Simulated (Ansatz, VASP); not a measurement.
# BN in VASP and in Ansatz

```
CELL_PARAMETERS angstrom
0.00000 1.80343 1.80343
1.80343 0.00000 1.80343
1.80343 1.80343 0.00000
ATOMIC_POSITIONS crystal
B 0.00000 0.00000 0.00000
N 0.25000 0.25000 0.25000
```

Alike in both runs: task single point; functional r2SCAN; dispersion rVV10; k mesh 14 × 14 × 14; occupations fermi-dirac, width 0.03 eV; no spin polarisation.

|  | VASP | Ansatz |
| --- | --- | --- |
| version | VASP 6.6.1 | Ansatz 0.2.0 |
| potentials or method | VASP PAW PBE potentials, release 64 (B, N) | plane waves, PAW |
| plane-wave cutoff (eV) | 520 | 500 |
| valence electrons in the cell | 8 | 8 |

|  | VASP | Ansatz | Ansatz less VASP |
| --- | --- | --- | --- |
| gap on the k mesh at the Fermi level (eV) | 4.94 | 4.96 | +0.022 |
| pressure (GPa) | 1.2 | 0.0 | -1.16 |

VASP's potentials were made for PBE, not for r2SCAN.
